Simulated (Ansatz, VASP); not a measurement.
Ti: VASP beside Ansatz

Contents of POSCAR:

```
Ti
1.0
    2.7981000000      0.0000000000      0.0000000000
   -1.3990500000      2.4232256823      0.0000000000
    0.0000000000      0.0000000000      5.1950000000
Ti
2
Direct
    0.3333333333      0.6666666667      0.2500000000
    0.6666666667      0.3333333333      0.7500000000
```

The input INCAR.step1:

```
SYSTEM = Ti
PREC = Accurate ; ENCUT = 520
ISMEAR = 1 ; SIGMA = 0.05
LREAL = .False. ; LASPH = .True.
NELM = 100 ; NBANDS = 19
GGA = PE ; ALGO = Normal
EDIFF = 1E-4 ; LWAVE = .True.
LCHARG = .False.
```

INCAR.step2

```
SYSTEM = Ti
PREC = Accurate ; ENCUT = 520
EDIFF = 1E-7 ; ISMEAR = 1
SIGMA = 0.05 ; LREAL = .False.
LASPH = .True. ; NELM = 100
ALGO = Normal ; ISIF = 2
LWAVE = .False. ; LCHARG = .False.
METAGGA = R2SCAN ; LMIXTAU = .True.
NBANDS = 19 ; ISTART = 1
```

The input KPOINTS:

```
Automatic mesh
0
Gamma
  18 18 10
  0 0 0
```

Input for Ansatz:

```yaml
crystal:
  lattice:
    - [2.7981, 0.0, 0.0]
    - [-1.39905, 2.4232256823, 0.0]
    - [0.0, 0.0, 5.195]
  atoms:
    - { symbol: Ti, position: [0.3333333333, 0.6666666667, 0.25] }
    - { symbol: Ti, position: [0.6666666667, 0.3333333333, 0.75] }
basis:
  ecutwfc: 520.0
kpoints:
  mp_grid: { grid: [18, 18, 10] }
hamiltonian:
  xc: r2scan
scf:
  occupations: { method: cold, width: 0.05 }
output:
  forces: true
  stress: true
  eigenvalues: true
```

Alike in both runs: task single point; functional r2SCAN; k mesh 18 × 18 × 10; no spin polarisation.

|  | VASP | Ansatz |
| --- | --- | --- |
| version | VASP 6.6.1 | Ansatz 0.2.0 |
| potentials or method | VASP PAW PBE potentials, release 64 (Ti_sv), cutoff 520 eV | scalar-relativistic, plane waves, PAW |
| occupations | methfessel-paxton of order 1, width 0.05 eV | cold, width 0.05 eV |
| valence electrons in the cell | 24 | 24 |

Ansatz gave:

```
gap on the k mesh at the Fermi level (eV)                     : none
pressure (GPa)                                                : -1.9
traceless stress, the component that is largest in VASP (GPa) : -11.70
```

Question: Which values does VASP return?

Answer: gap on the k mesh at the Fermi level (eV): none; pressure (GPa): -1.5; traceless stress, the component that is largest in VASP (GPa): -11.73.

VASP's potentials were made for PBE, not for r2SCAN. A gap of «none» marks a metal or a gap that the smearing closes.
